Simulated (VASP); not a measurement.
# Be3Zn2Se5 in VASP: notebook, part 2 of 2

VASP 6.6.1. Earlier steps stand in the parts before.

## (3) Single point, PBE

This run uses another cell than the first one, of the same volume but with other edges.

Input file INCAR:

```
SYSTEM = Be3Zn2Se5
ALGO = Normal
EDIFF = 1E-6
ENCUT = 520
GGA = PE
ISIF = 2
ISMEAR = 0
LASPH = .TRUE.
LCHARG = .TRUE.
LELF = .TRUE.
LREAL = .FALSE.
LVHAR = .TRUE.
LWAVE = .FALSE.
NBANDS = 41
NELM = 60
PREC = Accurate
SIGMA = 0.1
```

Input file KPOINTS:

```
k-points
0
G
  6 6 6
  0 0 0
```

Input file POSCAR:

```
Be3Zn2Se5
1.0
   -1.8996813000      1.8996813000     13.6555250000
    1.8996813000     -1.8996813000     13.6555250000
    1.8996813000      1.8996813000    -13.6555250000
Be Zn Se
3 2 5
Direct
    0.0000000000      0.0000000000      0.0000000000
    0.5921200000      0.5921200000      0.0000000000
    0.4078800000      0.4078800000      0.0000000000
    0.1939670000      0.1939670000      0.0000000000
    0.8060330000      0.8060330000      0.0000000000
    0.6374240000      0.1374240000      0.5000000000
    0.2500000000      0.7500000000      0.5000000000
    0.8625760000      0.3625760000      0.5000000000
    0.4540010000      0.9540010000      0.5000000000
    0.0459990000      0.5459990000      0.5000000000
```

Potentials or basis: VASP PAW PBE potentials, release 64 (Be, Zn, Se).

Command:

```console
$ cat potpaw_PBE.64/Be/POTCAR potpaw_PBE.64/Zn/POTCAR potpaw_PBE.64/Se/POTCAR > POTCAR
$ mpirun -np 1 vasp_std > vasp.out
```

OUTCAR:

```text
SYSTEM = Be3Zn2Se5
   EDIFF = 1E-6
   ENCUT = 520
   GGA = PE
   ISIF = 2
   ISMEAR = 0
   LASPH = .TRUE.
   LREAL = .FALSE.
   NELM = 60
   PREC = Accurate

 ion  position               nearest neighbor table
   1  0.000  0.000  0.000-  10 2.28   9 2.28  10 2.28   9 2.28
   2  0.592  0.592  0.000-   6 2.27   6 2.27  10 2.28  10 2.28
   3  0.408  0.408  0.000-   8 2.27   8 2.27   9 2.28   9 2.28
   4  0.194  0.194  0.000-   7 2.44   7 2.44   6 2.45   6 2.45
   5  0.806  0.806  0.000-   7 2.44   7 2.44   8 2.45   8 2.45
   6  0.637  0.137  0.500-   2 2.27   2 2.27   4 2.45   4 2.45
   7  0.250  0.750  0.500-   5 2.44   4 2.44   5 2.44   4 2.44
   8  0.863  0.363  0.500-   3 2.27   3 2.27   5 2.45   5 2.45
   9  0.454  0.954  0.500-   1 2.28   1 2.28   3 2.28   3 2.28
  10  0.046  0.546  0.500-   1 2.28   1 2.28   2 2.28   2 2.28

  LATTYP: Found a body centered tetragonal cell.
 ALAT       =     3.7993626000
 C/A-ratio  =     7.1883241678

  Lattice vectors:

[... 203 lines left out ...]
  band No.  band energies     occupation
      1     -11.0764      2.00000
      2     -10.6796      2.00000
      3     -10.5622      2.00000
      4      -9.9274      2.00000
      5      -9.6430      2.00000
      6      -4.1335      2.00000
[... 1045 lines left out ...]
     40       7.9857      0.00000
     41       8.3124      0.00000

 [... further k-points ...]

------------------------ aborting loop because EDIFF is reached ----------------------------------------

  FORCE on cell =-STRESS in cart. coord.  units (eV):
  Direction    XX          YY          ZZ          XY          YZ          ZX
  --------------------------------------------------------------------------------------
  -------------------------------------------------------------------------------------
  Total        0.2624714      0.2624714      0.1954849      0.0000000      0.0000000      0.0000000
  in kB        2.1333531      2.1333531      1.5888901      0.0000000      0.0000000      0.0000000
  external PRESSURE =       1.9518654 kB  Pullay stress =       0.0000000 kB

 VOLUME and BASIS-vectors are now :
 -----------------------------------------------------------------------------
  energy-cutoff  :      520.00
  volume of cell :      197.12
      direct lattice vectors                 reciprocal lattice vectors
    -1.899681300  1.899681300 13.655525000     0.000000000  0.263202043  0.036615216
     1.899681300 -1.899681300 13.655525000     0.263202043  0.000000000  0.036615216
     1.899681300  1.899681300-13.655525000     0.263202043  0.263202043  0.000000000

 POSITION                                       TOTAL-FORCE (eV/Angst)
 -----------------------------------------------------------------------------------
      0.00000      0.00000      0.00000         0.000000     -0.000000      0.000000
      0.00000      0.00000     16.17142         0.000000     -0.000000     -0.000312
      0.00000      0.00000     11.13963         0.000000     -0.000000      0.000312
      0.00000      0.00000      5.29744         0.000000     -0.000000     -0.000441
      0.00000      0.00000     22.01361         0.000000     -0.000000      0.000441
      0.00000      1.89968      3.75319        -0.000000      0.000000     -0.014800
      1.89968      0.00000      6.82776         0.000000     -0.000000      0.000000
      0.00000      1.89968      9.90233        -0.000000      0.000000      0.014800
      1.89968      0.00000     12.39924         0.000000     -0.000000     -0.000287
      1.89968      0.00000      1.25628         0.000000     -0.000000      0.000287
 -----------------------------------------------------------------------------------
    total drift:                                0.000000     -0.000000      0.000000

  FREE ENERGIE OF THE ION-ELECTRON SYSTEM (eV)
  ---------------------------------------------------
  free  energy   TOTEN  =       -38.3303080288 eV

  energy  without entropy=      -38.3303080288  energy(sigma->0) =      -38.33030803
```

stdout:

```text
POSCAR found type information on POSCAR BeZnSe
 POSCAR found :  3 types and      10 ions
 scaLAPACK will be used
 LDA part: xc-table for (Slater+PW92), standard interpolation
 POSCAR, INCAR and KPOINTS ok, starting setup
 FFT: planning ... GRIDC
 FFT: planning ... GRID_SOFT
 FFT: planning ... GRID
 WAVECAR not read
 entering main loop
```

Wall time 67 min (1 thread of Intel Xeon Platinum 8488C (Sapphire Rapids), shared host); peak memory 1.9 GiB.

Results:

```
Free energy            : -38.3303 eV
Pressure               : 0.2 GPa
Largest force          : 0.015 eV/Å
Band gap on the k mesh : 2.36 eV
```

Forces on the atoms (eV/Å):
```
Be   0.000  0.000  0.000
Be   0.000  0.000  0.000
Be   0.000  0.000  0.000
Zn   0.000  0.000  0.000
Zn   0.000  0.000  0.000
Se   0.000  0.000 -0.015
Se   0.000  0.000  0.000
Se   0.000  0.000  0.015
Se   0.000  0.000  0.000
Se   0.000  0.000  0.000
```

A k mesh can miss the band edges.

## (4) Single point, PBE

Input file INCAR:

```
SYSTEM = Be3Zn2Se5
  PREC = Accurate
  ENCUT = 520
  EDIFF = 1E-6
  ISMEAR = 0
  SIGMA = 0.1
  LREAL = .FALSE.
  LASPH = .TRUE.
  NELM = 60
  ALGO = Normal
  ISIF = 2
  LWAVE = .FALSE.
  LCHARG = .TRUE.
  GGA = PE
  LELF = .TRUE.
  LVHAR = .TRUE.
  NBANDS = 41
```

Input file KPOINTS:

```
regular mesh
0
G
  4 4 4
  0 0 0
```

Input file POSCAR:

```
Be3Zn2Se5
1.0
   -0.0001022665     -3.8140469701      0.0002775048
    3.8140194252      0.0000961522      0.0001173773
   -1.9069052508      1.9072258805     13.5732897477
Be Zn Se
3 2 5
Direct
   -0.0000324949      0.0000718167      0.0000152516
    0.5919842871      0.5920496932      0.1840615965
    0.4078997473      0.4080007051      0.8159523151
    0.1937593101      0.1940135732      0.3877590901
    0.8063295496      0.8059228910      0.6122179395
    0.6371886622      0.1372642108      0.2745266780
    0.2502117648      0.7500290729      0.4999985134
    0.8627152975      0.3625954217      0.7254739785
    0.4540295534      0.9540629491      0.9080958837
    0.0459143232      0.5459896663      0.0918987535
```

Potentials or basis: VASP PAW PBE potentials, release 64 (Be, Zn, Se).

Command:

```console
$ cat potpaw_PBE.64/Be/POTCAR potpaw_PBE.64/Zn/POTCAR potpaw_PBE.64/Se/POTCAR > POTCAR
$ mpirun -np 1 vasp_std > vasp.out
```

OUTCAR:

```text
SYSTEM = Be3Zn2Se5
   PREC = Accurate
   ENCUT = 520
   EDIFF = 1E-6
   ISMEAR = 0
   LREAL = .FALSE.
   LASPH = .TRUE.
   NELM = 60
   ISIF = 2
   GGA = PE

 ion  position               nearest neighbor table
   1  1.000  0.000  0.000-  10 2.28  10 2.28   9 2.28   9 2.28
   2  0.592  0.592  0.184-   6 2.27   6 2.27  10 2.28  10 2.28
   3  0.408  0.408  0.816-   8 2.27   8 2.27   9 2.28   9 2.28
   4  0.194  0.194  0.388-   7 2.44   7 2.44   6 2.45   6 2.45
   5  0.806  0.806  0.612-   7 2.44   7 2.44   8 2.45   8 2.45
   6  0.637  0.137  0.275-   2 2.27   2 2.27   4 2.45   4 2.45
[... 1280 lines left out ...]
  external PRESSURE =       1.9997285 kB  Pullay stress =       0.0000000 kB

 VOLUME and BASIS-vectors are now :
 -----------------------------------------------------------------------------
  energy-cutoff  :      520.00
  volume of cell :      197.45
      direct lattice vectors                 reciprocal lattice vectors
    -0.000102266 -3.814046970  0.000277505     0.000005476 -0.262186015  0.036841356
     3.814019425  0.000096152  0.000117377     0.262189456 -0.000004350  0.036835488
    -1.906905251  1.907225880 13.573289748    -0.000002267  0.000005360  0.073673035

 POSITION                                       TOTAL-FORCE (eV/Angst)
 -----------------------------------------------------------------------------------
      0.00014     -3.81389      0.00048        -0.000604     -0.000255     -0.002087
      1.90704     -1.90675      2.49856        -0.000274     -0.000077      0.002909
      0.00014      0.00050     11.07532        -0.000668     -0.000737     -0.004798
      0.00053      0.00056      5.26324        -0.000985     -0.001502      0.006605
      1.90628     -1.90766      8.31013         0.000047      0.001051     -0.003655
     -0.00003     -1.90667      3.72642         0.000462     -0.000020     -0.017965
      1.90715     -0.00064      6.78678         0.001199      0.001243     -0.001165
     -0.00055     -1.90676      9.84735         0.000610     -0.000169      0.017046
      1.90712      0.00035     12.32609         0.000139      0.000385      0.003630
      1.90717      0.00020      1.24745         0.000075      0.000082     -0.000520
 -----------------------------------------------------------------------------------
    total drift:                               -0.000108     -0.000071     -0.000027

  FREE ENERGIE OF THE ION-ELECTRON SYSTEM (eV)
  ---------------------------------------------------
  free  energy   TOTEN  =       -38.2404125829 eV

  energy  without entropy=      -38.2404125829  energy(sigma->0) =      -38.24041258
```

Wall time 3.8 min (1 thread of Intel Xeon Platinum 8488C (Sapphire Rapids), shared host); peak memory 0.42 GiB.

What came out:

```yaml
Free_energy: -38.2404 eV
Pressure: 0.2 GPa
Largest_force: 0.018 eV/Å
Band_gap_on_the_k_mesh: 2.37 eV
```

Forces on the atoms (eV/Å):
```
Be  -0.001  0.000 -0.002
Be   0.000  0.000  0.003
Be  -0.001 -0.001 -0.005
Zn  -0.001 -0.002  0.007
Zn   0.000  0.001 -0.004
Se   0.000  0.000 -0.018
Se   0.001  0.001 -0.001
Se   0.001  0.000  0.017
Se   0.000  0.000  0.004
Se   0.000  0.000 -0.001
```

A k mesh can miss the band edges.

## (5) Overview

```csv
cell,k mesh,gap on the mesh (eV),pressure (GPa),largest force (eV/Å)
"a = 3.799, b = 3.799, c = 13.917 Å, angles 97.8, 97.8, 90.0°, 10 atoms",4 × 4 × 4,2.36,0.3,0.04
"a = 13.917 Å, angles 164.3, 164.3, 22.3°, 10 atoms",6 × 6 × 6,2.36,0.2,0.01
"a = 3.814, b = 3.814, c = 13.839 Å, angles 97.9, 97.9, 90.0°, 10 atoms",4 × 4 × 4,2.37,0.2,0.02
```

Alike in all rows: task single point; level PBE; potentials or basis VASP PAW PBE potentials, release 64 (Be, Zn, Se); no spin polarisation; cutoff (eV) 520; smearing gaussian 0.1 eV.

Total energies depend on the potentials used, so only differences within one code and one set of settings carry meaning.
